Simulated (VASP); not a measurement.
# Pd (P6_3/mmc) in VASP: a series of runs, part 2 of 2

VASP 6.6.1. The steps go on from the part before.

## (3) Relaxation of cell and atoms, LDA, target pressure 10 GPa, at which the enthalpy is minimised

INCAR

```
SYSTEM = Pd
ALGO = Normal ; EDIFF = 1E-7
EDIFFG = -0.02 ; ENCUT = 600
IBRION = 2 ; ISIF = 3
ISMEAR = -1 ; LASPH = .TRUE.
LCHARG = .FALSE. ; LREAL = .FALSE.
LWAVE = .FALSE. ; NELM = 100
NSW = 60 ; PREC = Accurate
PSTRESS = 100.0 ; SIGMA = 0.05
```

KPOINTS

```
k-points
0
G
  10 10 6
  0 0 0
```

POSCAR

```
Pd
1.0
    2.7500000000      0.0000000000      0.0000000000
   -1.3750000000      2.3815698604      0.0000000000
    0.0000000000      0.0000000000      4.4907500000
Pd
2
Direct
    0.3333333333      0.6666666667      0.2500000000
    0.6666666667      0.3333333333      0.7500000000
```

Potentials or basis: VASP PAW LDA potentials, release 64 (Pd).

The run is started by

```console
> cat potpaw_LDA.64/Pd/POTCAR > POTCAR
> mpirun -np 1 vasp_std > vasp.out
```

OUTCAR:

```text
SYSTEM = Pd
   EDIFF = 1E-7
   EDIFFG = -0.02
   ENCUT = 600
   IBRION = 2
   ISIF = 3
   ISMEAR = -1
   LASPH = .TRUE.
   LREAL = .FALSE.
   NELM = 100
   NSW = 60
   PREC = Accurate
   PSTRESS = 100.0

 ion  position               nearest neighbor table
   1  0.333  0.667  0.250-   2 2.75   2 2.75   2 2.75   2 2.75   2 2.75   2 2.75
   2  0.667  0.333  0.750-   1 2.75   1 2.75   1 2.75   1 2.75   1 2.75   1 2.75

  LATTYP: Found a hexagonal cell.
 ALAT       =     2.7500000000
 C/A-ratio  =     1.6330000000

  Lattice vectors:

 A1 = (   2.7500000000,   0.0000000000,   0.0000000000)
 A2 = (  -1.3750000000,   2.3815698604,   0.0000000000)
 A3 = (   0.0000000000,   0.0000000000,   4.4907500000)

Analysis of symmetry for initial positions (statically):
[... 706 lines left out ...]

--------------------------------------- Ionic step        8  -------------------------------------------

 number of electron      20.0000004 magnetization

------------------------ aborting loop because EDIFF is reached ----------------------------------------
[... 71 lines left out ...]
--------------------------------------- Ionic step       10  -------------------------------------------

 number of electron      20.0000004 magnetization

 Free energy of the ion-electron system (eV)
  ---------------------------------------------------
  ext. energy  EPLUGINS =         0.00000000
  ---------------------------------------------------
  free energy    TOTEN  =       -12.90404691 eV

  energy without entropy =      -12.86836393  energy(sigma->0) =      -12.88620542

 E-fermi :  10.9623     XC(G=0): -13.9767

 val. band max:       10.9618389858   @ k =   0.3000   0.0000   0.0000
 cond. band min:      10.9780919474   @ k =   0.4000   0.1000   0.0000
 fundamental gap:      0.0162529616
 Fermi energy:        10.9623040352

 k-point     1 :       0.0000    0.0000    0.0000
  band No.  band energies     occupation
      1       3.0988      2.00000
      2       4.9506      2.00000
      3       7.5332      2.00000
      4       7.8173      2.00000
      5       7.8173      2.00000
      6       8.2146      2.00000
      7       8.2146      2.00000
      8       9.0987      2.00000
      9       9.0987      2.00000
     10      10.7037      1.98872
     11      10.7037      1.98872
     12      11.4660      0.00008
     13      18.3965      0.00000
     14      28.1512      0.00000
[... 424 lines left out ...]
  energy  without entropy=      -12.8683639330  energy(sigma->0) =      -12.88620542

  enthalpy is  TOTEN    =       -11.1961478766 eV   P V=        1.7078990303

 reached required accuracy - stopping structural energy minimisation
```

OSZICAR:

```text
N       E                     dE             d eps       ncg     rms          rms(c)
DAV:   1     0.118540096660E+03    0.11854E+03   -0.11711E+04  1568   0.158E+03
DAV:   2    -0.116886767749E+02   -0.13023E+03   -0.12408E+03  1604   0.307E+02
DAV:   3    -0.135519664942E+02   -0.18633E+01   -0.18474E+01  1910   0.419E+01
[... 79 lines left out ...]
DAV:   1    -0.129065723571E+02    0.28534E-02   -0.42275E-02  1574   0.242E+00    0.360E-01
DAV:   2    -0.129040743464E+02    0.24980E-02   -0.67905E-03  1574   0.940E-01    0.905E-02
DAV:   3    -0.129040459842E+02    0.28362E-04   -0.76838E-05  1784   0.859E-02    0.521E-02
DAV:   4    -0.129040468949E+02   -0.91071E-06   -0.28784E-05  1670   0.439E-02    0.361E-03
DAV:   5    -0.129040469068E+02   -0.11922E-07   -0.57321E-07  1828   0.785E-03
  10 F= -.11196148E+02 E0= -.11178306E+02  d E =-.551167E-04
```

CONTCAR:

```text
Pd
   1.00000000000000
     2.6603522843814980    0.0000000000000000   -0.0000000000000000
    -1.3301761421907490    2.3039326612827815    0.0000000000000000
    -0.0000000000000000   -0.0000000000000000    4.4644076437329323
  Pd
     2
Direct
     0.3333333332999970    0.6666666667000030    0.2500000000000000
     0.6666666667000030    0.3333333332999970    0.7500000000000000

  0.00000000E+00  0.00000000E+00  0.00000000E+00
  0.00000000E+00  0.00000000E+00  0.00000000E+00
```

Wall time 42 s (1 thread of Intel Xeon 6975P-C (Granite Rapids), shared host); peak memory 0.17 GiB.

What came out:

```yaml
Free_energy: -12.9040 eV
Relaxed_volume: 13.68 Å³/atom
Relaxed_cell: a = 2.660 Å, b = 2.660 Å, c = 4.464 Å, α = 90.00°, β = 90.00°, γ = 120.00°
Space_group_after_relaxing_to_0.05_Å: P6_3/mmc (No. 194)
Energy_change_on_relaxing_the_enthalpy_is_what_falls: +2.6 meV/atom
Ionic_steps: 10
Pressure_after_relaxing: 10.0 GPa
Band_gap_on_the_k_mesh: zero (band 10 reaches 11.24 eV, above the bottom of band 11 at 10.18 eV)
```

Step by step:
```
step  energy change (eV)  largest force (eV/Å)  pressure (GPa)  volume (Å³)
   1              0.0000                0.0000           -6.55        29.41
   2              0.9283                0.0000           73.89        23.40
   3              0.0060                0.0000            9.18        27.44
   4              0.0108                0.0000            9.99        27.36
   5              0.0133                0.0000           10.40        27.32
   6              0.0082                0.0000           10.39        27.32
   7              0.0080                0.0000           10.42        27.32
   8              0.0080                0.0000           10.42        27.32
   9             -0.0001                0.0000            9.09        27.45
  10              0.0053                0.0000            9.98        27.36
```

Final structure:
```yaml
crystal:
  lattice:
    - [2.66035, 0.00000, 0.00000]
    - [-1.33018, 2.30393, 0.00000]
    - [0.00000, 0.00000, 4.46441]
  atoms:
    - { symbol: Pd, position: [0.33333, 0.66667, 0.25000] }
    - { symbol: Pd, position: [0.66667, 0.33333, 0.75000] }
```

Caveat: the cell is relaxed towards a set pressure, so the enthalpy falls and the energy may rise.

## (4) Relaxation of cell and atoms, LDA, target pressure 20 GPa, at which the enthalpy is minimised

INCAR

```
PREC = Accurate ; ENCUT = 600
EDIFF = 1E-6 ; ISMEAR = -1
SIGMA = 0.05 ; LREAL = False
LASPH = True ; NELM = 80
ALGO = Normal ; ISIF = 3
LWAVE = False ; LCHARG = False
IBRION = 2 ; NSW = 60
EDIFFG = -0.02 ; PSTRESS = 200.0
```

KPOINTS

```
regular mesh
0
Gamma
  10 10 6
```

POSCAR is that of step 3.

Potentials or basis: VASP PAW LDA potentials, release 64 (Pd).

The run is started by

```console
> cat potpaw_LDA.64/Pd/POTCAR > POTCAR
> mpirun -np 1 vasp_std > vasp.out
```

OUTCAR:

```text
PREC = Accurate
   ENCUT = 600
   EDIFF = 1E-6
   ISMEAR = -1
   LREAL = False
   LASPH = True
   NELM = 80
   ISIF = 3
   IBRION = 2
   NSW = 60
   EDIFFG = -0.02
   PSTRESS = 200.0

 ion  position               nearest neighbor table
   1  0.333  0.667  0.250-   2 2.75   2 2.75   2 2.75   2 2.75   2 2.75   2 2.75
   2  0.667  0.333  0.750-   1 2.75   1 2.75   1 2.75   1 2.75   1 2.75   1 2.75

  LATTYP: Found a hexagonal cell.
 ALAT       =     2.7500000000
 C/A-ratio  =     1.6330000000

  Lattice vectors:

 A1 = (   2.7500000000,   0.0000000000,   0.0000000000)
 A2 = (  -1.3750000000,   2.3815698604,   0.0000000000)
 A3 = (   0.0000000000,   0.0000000000,   4.4907500000)

Analysis of symmetry for initial positions (statically):
=====================================================================
 Subroutine PRICEL returns:
[... 706 lines left out ...]

 number of electron      20.0000000 magnetization

------------------------ aborting loop because EDIFF is reached ----------------------------------------
[... 71 lines left out ...]
--------------------------------------- Ionic step       10  -------------------------------------------

 number of electron      20.0000000 magnetization

 Free energy of the ion-electron system (eV)
  ---------------------------------------------------
  ext. energy  EPLUGINS =         0.00000000
  ---------------------------------------------------
  free energy    TOTEN  =       -12.82115490 eV

  energy without entropy =      -12.78690868  energy(sigma->0) =      -12.80403179

 E-fermi :  11.5993     XC(G=0): -14.1851

 val. band max:       11.5787668641   @ k =   0.4000  -0.0000   0.3333
 cond. band min:      11.6038718265   @ k =   0.3000   0.0000   0.0000
 fundamental gap:      0.0251049624
 Fermi energy:        11.5993052655

 k-point     1 :       0.0000    0.0000    0.0000
  band No.  band energies     occupation
      1       3.4558      2.00000
      2       5.2937      2.00000
      3       7.9898      2.00000
      4       8.2801      2.00000
      5       8.2801      2.00000
      6       8.7033      2.00000
      7       8.7033      2.00000
      8       9.6220      2.00000
      9       9.6220      2.00000
     10      11.3239      1.99193
     11      11.3239      1.99193
     12      12.0284      0.00038
     13      19.3378      0.00000
     14      28.7765      0.00000
[... 424 lines left out ...]
  energy  without entropy=      -12.7869086796  energy(sigma->0) =      -12.80403179

  enthalpy is  TOTEN    =        -9.5171319413 eV   P V=        3.3040229609

 reached required accuracy - stopping structural energy minimisation
```

CONTCAR:

```text
Pd
   1.00000000000000
     2.6321072834176200    0.0000000000000000    0.0000000000000000
    -1.3160536417088100    2.2794717729175895   -0.0000000000000000
     0.0000000000000000   -0.0000000000000000    4.4114954730912039
  Pd
     2
Direct
     0.3333333332999970    0.6666666667000030    0.2500000000000000
     0.6666666667000030    0.3333333332999970    0.7500000000000000

  0.00000000E+00  0.00000000E+00  0.00000000E+00
  0.00000000E+00  0.00000000E+00  0.00000000E+00
```

It took 40 s on 1 thread of Intel Xeon 6975P-C (Granite Rapids), shared host; peak memory 0.17 GiB.

Results:

| Quantity | Value |
| --- | --- |
| Free energy | -12.8212 eV |
| Relaxed volume | 13.23 Å³/atom |
| Relaxed cell | a = 2.632 Å, b = 2.632 Å, c = 4.411 Å, α = 90.00°, β = 90.00°, γ = 120.00° |
| Space group after relaxing (to 0.05 Å) | P6_3/mmc (No. 194) |
| Energy change on relaxing (the enthalpy is what falls) | +44.1 meV/atom |
| Ionic steps | 10 |
| Pressure after relaxing | 20.0 GPa |
| Band gap on the k mesh | zero (band 10 reaches 11.89 eV, above the bottom of band 11 at 10.77 eV) |

The path:
```csv
step,energy change (eV),largest force (eV/Å),pressure (GPa),volume (Å³)
1,0.0000,0.0000,-6.55,29.41
2,3.4064,0.0000,188.72,20.21
3,0.0649,0.0000,16.95,26.72
4,0.0844,0.0000,19.00,26.55
5,0.0963,0.0000,20.21,26.45
6,0.0914,0.0000,20.26,26.44
7,0.0914,0.0000,20.30,26.44
8,0.0914,0.0000,20.31,26.44
9,0.0806,0.0000,19.24,26.53
10,0.0882,0.0000,19.99,26.47
```

Final structure:
```xyz
2
Lattice="2.6321 0.0000 0.0000 -1.3161 2.2795 0.0000 0.0000 0.0000 4.4115" Properties=species:S:1:pos:R:3 pbc="T T T"
Pd    0.0000    1.5196    1.1029
Pd    1.3161    0.7598    3.3086
```

Levels at points of the mesh, in eV from the Fermi level:
```csv
k point,band 6,band 7,band 8,band 9,band 10,band 11,band 12,band 13,band 14
"(0.00, 0.00, 0.00)",-2.90,-2.90,-1.98,-1.98,-0.28,-0.28,0.43,7.74,17.18
"(0.50, 0.00, 0.00)",-2.64,-2.21,0.05,0.07,0.29,2.79,4.99,10.30,10.53
"(0.00, 0.00, 0.50)",-3.36,-3.36,-3.36,-0.83,-0.83,-0.83,-0.83,14.76,14.76
"(0.50, 0.00, 0.50)",-1.86,-0.63,-0.63,0.20,0.20,2.61,2.61,9.17,9.17
```

Caveat: the cell is relaxed towards a set pressure, so the enthalpy falls and the energy may rise.

## (5) Summary

| cell | gap on the mesh (eV) | pressure (GPa) |
| --- | --- | --- |
| relaxed to 5 GPa | none | 5.0 |
| relaxed to 10 GPa | none | 10.0 |
| relaxed to 20 GPa | none | 20.0 |

Alike in all rows: task relaxation of cell and atoms; level LDA; potentials or basis VASP PAW LDA potentials, release 64 (Pd); no spin polarisation; k mesh 10 × 10 × 6; cutoff (eV) 600; smearing fermi-dirac 0.05 eV.

Caveats: the cell is relaxed towards a set pressure, so the enthalpy falls and the energy may rise.

Absolute energies hang on the potentials; compare differences alone.
